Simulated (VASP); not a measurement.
# Cs (Fd-3m) in VASP: notebook

Runs on Cs. Level: revPBE. Tasks: single point.

Everything below comes from runs of VASP 6.6.1. Logs are shortened: lines on timing, memory, paths and dates and some standing lists are left out, and cuts for length are marked.

## 1. The cell of the first run

It takes space group Fd-3m (No. 227, cubic). The conventional cell has a = 12.126 Å, b = 12.126 Å, c = 12.126 Å, α = 90.00°, β = 90.00°, γ = 90.00°.

This isn't the form of Cs at room conditions, which is bcc.

## 2. Single point, revPBE (222.89 Å³/atom)

INCAR

```
SYSTEM = Cs
PREC = Accurate ; ENCUT = 520
EDIFF = 1E-7 ; ISMEAR = -1
SIGMA = 0.1 ; LREAL = .FALSE.
LASPH = .TRUE. ; NELM = 80
ALGO = Normal ; ISIF = 2
LWAVE = .FALSE. ; LCHARG = .FALSE.
GGA = RE ; NBANDS = 16
```

KPOINTS

```
Automatic mesh
0
G
  5 5 5
  0 0 0
```

POSCAR

```
Cs
1.0
    0.0000000000      6.0630929401      6.0630929401
    6.0630929401      0.0000000000      6.0630929401
    6.0630929401      6.0630929401      0.0000000000
Cs
2
Direct
    0.1250000000      0.1250000000      0.1250000000
    0.8750000000      0.8750000000      0.8750000000
```

Potentials or basis: VASP PAW PBE potentials, release 64 (Cs_sv).

On the command line:

```sh
cat potpaw_PBE.64/Cs_sv/POTCAR > POTCAR
mpirun -np 1 vasp_std > vasp.out
```

OUTCAR:

```text
SYSTEM = Cs
   PREC = Accurate
   ENCUT = 520
   EDIFF = 1E-7
   ISMEAR = -1
   LREAL = .FALSE.
   LASPH = .TRUE.
   NELM = 80
   ISIF = 2
   GGA = RE

 ion  position               nearest neighbor table
   1  0.125  0.125  0.125-
   2  0.875  0.875  0.875-

  LATTYP: Found a face centered cubic cell.
 ALAT       =    12.1261858802

  Lattice vectors:

 A1 = (   0.0000000000,   6.0630929401,   6.0630929401)
 A2 = (   6.0630929401,   0.0000000000,   6.0630929401)
 A3 = (   6.0630929401,   6.0630929401,   0.0000000000)

Analysis of symmetry for initial positions (statically):
=====================================================================
 Subroutine PRICEL returns:
 Original cell was already a primitive cell.

 Routine SETGRP: Setting up the symmetry group for a
 face centered cubic supercell.

 Subroutine GETGRP returns: Found 48 space group operations
 (whereof 12 operations were pure point group operations)
 out of a pool of 48 trial point group operations.

The static configuration has the point symmetry D_3d.
 The point group associated with its full space group is O_h .

Analysis of symmetry for dynamics (positions and initial velocities):
=====================================================================
 Subroutine PRICEL returns:
 Original cell was already a primitive cell.

 Routine SETGRP: Setting up the symmetry group for a
 face centered cubic supercell.

 Subroutine GETGRP returns: Found 48 space group operations
 (whereof 12 operations were pure point group operations)
 out of a pool of 48 trial point group operations.

The dynamic configuration has the point symmetry D_3d.
 The point group associated with its full space group is O_h .

 Subroutine INISYM returns: Found 48 space group operations
 (whereof 12 operations are pure point group operations),
 and found     1 'primitive' translations

----------------------------------------------------------------------------------------

                                     Primitive cell

  volume of cell :     445.7719

  direct lattice vectors                    reciprocal lattice vectors
     0.000000000  6.063092940  6.063092940    -0.082466161  0.082466161  0.082466161
     6.063092940  0.000000000  6.063092940     0.082466161 -0.082466161  0.082466161
     6.063092940  6.063092940  0.000000000     0.082466161  0.082466161 -0.082466161

  length of vectors
     8.574508266  8.574508266  8.574508266     0.142835581  0.142835581  0.142835581
[... 64 lines left out ...]
   ENCUT  =  520.0 eV  38.22 Ry    6.18 a.u.  15.94 15.94 15.94*2*pi/ulx,y,z
   NELM   =     80;   NELMIN=  2; NELMDL= -5     # of ELM steps
   EDIFF  = 0.1E-06   stopping-criterion for ELM
   LREAL  =      F    real-space projection
   EDIFFG = 0.1E-05   stopping-criterion for IOM
   NSW    =      0    number of steps for IOM
   IBRION =     -1    ionic relax: 0-MD 1-quasi-New 2-CG
   NFREE  =      0    steps in history (QN), initial steepest desc. (CG)
   ISIF   =      2    stress and relaxation
   ISYM   =      2    0-nonsym 1-usesym 2-fastsym
   POTIM  = 0.5000    time-step for ionic-motion
   TEBEG  =    0.0;   TEEND  =   0.0 temperature during run
   PSTRESS=    0.0 pullay stress
   NELECT =      18.0000    total number of electrons
   NUPDOWN=      -1.0000    fix difference up-down
   EMIN   =  10.00;   EMAX   =-10.00  energy-range for DOS
   EFERMI =   0.00;   METHOD = LEGACY
   ISMEAR =    -1;   SIGMA  =   0.10  broadening in eV -4-tet -1-fermi 0-gaus
   EFERMI_NEDOS =   21; number of points for ismear=-14 and -15
   IALGO  =     38    algorithm
   IMIX   =      4    mixing-type and parameters
     AMIX     =   0.40;   BMIX     =  1.00
     AMIX_MAG =   1.60;   BMIX_MAG =  1.00
  volume/ion in A,a.u.               =     222.89      1504.11
  Fermi-wavevector in a.u.,A,eV,Ry     =   0.561644  1.061354  4.291882  0.315444
  Thomas-Fermi vector in A             =   1.598029
   LORBIT       =      0    0 simple, 1 ext, 2 COOP (PROOUT), +10 PAW based schemes
   GGA     = RE    functional components
   LHFCALC =     F    Hartree Fock is set to
   AEXX    =    0.0000 exact exchange contribution
   IVDW    =     0    specifies the selected vdW correction
   LEPSILON=     F    determine dielectric tensor
   LRPA    =     F    only Hartree local field effects (RPA)
 non-spin polarized calculation
  energy-cutoff  :      520.00
  volume of cell :      445.77
 maximum number of plane-waves:     12040
   NGX = 31   NGY = 31   NGZ = 31

 number of electron      18.0000004 magnetization

 Free energy of the ion-electron system (eV)
  ---------------------------------------------------
  ext. energy  EPLUGINS =         0.00000000
  ---------------------------------------------------
  free energy    TOTEN  =        -1.05943858 eV

  energy without entropy =       -0.99075853  energy(sigma->0) =       -1.02509856

 E-fermi :  -0.6111     XC(G=0):  -3.7812

 val. band max:       -0.6415921233   @ k =  -0.4000   0.4000   0.0000
 cond. band min:      -0.5103447189   @ k =  -0.4000   0.4000   0.0000
 fundamental gap:      0.1312474044
 Fermi energy:        -0.6111081930

 k-point     1 :       0.0000    0.0000    0.0000
  band No.  band energies     occupation
      1     -24.9978      2.00000
      2     -24.9911      2.00000
      3     -11.8257      2.00000
      4     -11.8257      2.00000
      5     -11.8257      2.00000
      6     -11.7740      2.00000
[... 167 lines left out ...]
      3     -11.8356      2.00000
      4     -11.8339      2.00000
      5     -11.8083      2.00000
      6     -11.7921      2.00000
[... 8 lines left out ...]
     15       0.9743      0.00000
     16       1.1634      0.00000

------------------------ aborting loop because EDIFF is reached ----------------------------------------

  FORCE on cell =-STRESS in cart. coord.  units (eV):
  Direction    XX          YY          ZZ          XY          YZ          ZX
  --------------------------------------------------------------------------------------
  -------------------------------------------------------------------------------------
  Total       -0.0780053     -0.0780053     -0.0780053     -0.0000000      0.0000000      0.0000000
  in kB       -0.2803640     -0.2803640     -0.2803640     -0.0000000      0.0000000      0.0000000
  external PRESSURE =      -0.2803640 kB  Pullay stress =       0.0000000 kB

 VOLUME and BASIS-vectors are now :
 -----------------------------------------------------------------------------
  energy-cutoff  :      520.00
  volume of cell :      445.77
      direct lattice vectors                 reciprocal lattice vectors
     0.000000000  6.063092940  6.063092940    -0.082466161  0.082466161  0.082466161
     6.063092940  0.000000000  6.063092940     0.082466161 -0.082466161  0.082466161
     6.063092940  6.063092940  0.000000000     0.082466161  0.082466161 -0.082466161

 POSITION                                       TOTAL-FORCE (eV/Angst)
 -----------------------------------------------------------------------------------
      1.51577      1.51577      1.51577        -0.000000     -0.000000      0.000000
     10.61041     10.61041     10.61041         0.000000      0.000000     -0.000000
 -----------------------------------------------------------------------------------
    total drift:                                0.000000      0.000000      0.000000

  FREE ENERGIE OF THE ION-ELECTRON SYSTEM (eV)
  ---------------------------------------------------
  free  energy   TOTEN  =        -1.0594385835 eV

  energy  without entropy=       -0.9907585305  energy(sigma->0) =       -1.02509856
```

stdout:

```text
POSCAR found type information on POSCAR Cs
 POSCAR found :  1 types and       2 ions
 scaLAPACK will be used
 -----------------------------------------------------------------------------
|                                                                             |
|                                                                             |
|     You enforced a specific xc type in the INCAR file but a different       |
|     I HOPE YOU KNOW WHAT YOU ARE DOING!                                     |
|                                                                             |
 -----------------------------------------------------------------------------

 LDA part: xc-table for (Slater+PW92), standard interpolation
 POSCAR, INCAR and KPOINTS ok, starting setup
 FFT: planning ... GRIDC
 FFT: planning ... GRID_SOFT
 FFT: planning ... GRID
 WAVECAR not read
 entering main loop
```

Wall time 1.8 min (1 thread of AMD EPYC 7R43 (Zen 3), shared host); peak memory 0.51 GiB.

What came out:

- Free energy: -1.0594 eV
- Pressure: 0.0 GPa

Levels at points of the mesh, in eV from the Fermi level:
```tsv
k point	band 6	band 7	band 8	band 9	band 10	band 11	band 12	band 13
(0.00, 0.00, 0.00)	-11.16	-11.16	-11.16	-1.09	1.34	1.34	1.34	1.42
```

Caveat: the PAW data sets were made with another functional, which shifts forces and pressure a little; spin-orbit coupling is left out, which moves the levels of the heavy elements.

[end of part 1 of 2]
